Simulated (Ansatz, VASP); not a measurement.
## One calculation of AlCu, two programs

File POSCAR:

```
AlCu
1.0
    2.9975090000      0.0000000000      0.0000000000
    0.0000000000      2.9975090000      0.0000000000
    0.0000000000      0.0000000000      2.9975090000
Al Cu
1 1
Direct
    0.0000000000      0.0000000000      0.0000000000
    0.5000000000      0.5000000000      0.5208506463
```

File INCAR.step1:

```
ALGO = Normal
EDIFF = 1E-4
ENCUT = 520
GGA = PE
ISMEAR = 0
LASPH = T
LCHARG = F
LREAL = F
LWAVE = T
NBANDS = 14
NELM = 60
PREC = Accurate
SIGMA = 0.15
```

File INCAR.step2:

```
ALGO = Normal
EDIFF = 1E-6
ENCUT = 520
ISIF = 2
ISMEAR = 0
ISTART = 1
LASPH = T
LCHARG = F
LMIXTAU = T
LREAL = F
LWAVE = F
METAGGA = R2SCAN
NBANDS = 14
NELM = 60
PREC = Accurate
SIGMA = 0.15
```

Contents of KPOINTS:

```
k-points
0
Gamma
  16 16 16
```

Input for Ansatz:

```yaml
crystal:
  lattice:
    - [2.997509, 0.0, 0.0]
    - [0.0, 2.997509, 0.0]
    - [0.0, 0.0, 2.997509]
  atoms:
    - { symbol: Al, position: [0.0, 0.0, 0.0] }
    - { symbol: Cu, position: [0.5, 0.5, 0.5208506463] }
basis:
  ecutwfc: 500
kpoints:
  mp_grid: { grid: [16, 16, 16] }
hamiltonian:
  xc: r2scan
scf:
  occupations: { method: gaussian, width: 0.15 }
output:
  forces: true
  stress: true
  eigenvalues: true
```

Change from the starting cell: all Cu atoms moved +0.062 Å, as atom 2 along Cartesian [0 0 1].

Alike in both runs: task single point; functional r2SCAN; k mesh 16 × 16 × 16; occupations gaussian, width 0.15 eV; no spin polarisation.

|  | VASP | Ansatz |
| --- | --- | --- |
| version | VASP 6.6.1 | Ansatz 0.2.0 |
| potentials or method | VASP PAW PBE potentials, release 64 (Al, Cu), cutoff 520 eV | scalar-relativistic, plane waves, PAW |
| valence electrons in the cell | 14 | 22 |

|  | VASP | Ansatz | Ansatz less VASP |
| --- | --- | --- | --- |
| gap on the k mesh at the Fermi level (eV) | none | none | - |
| pressure (GPa) | -4.7 | -4.7 | -0.04 |
| traceless stress, the component that is largest in VASP (GPa) | -0.09 | -0.09 | 0.000 |
| rms of the force components (eV/Å) | 0.144 | 0.144 | +0.0001 |

VASP's potentials were made for PBE, not for r2SCAN. Atom by atom the forces differ by 0.000 eV/Å (rms over components). A gap of «none» marks a metal or a gap that the smearing closes. VASP's potentials hold 14 valence electrons a cell and Ansatz's 22, so a difference there can come from the potentials and not from the codes.
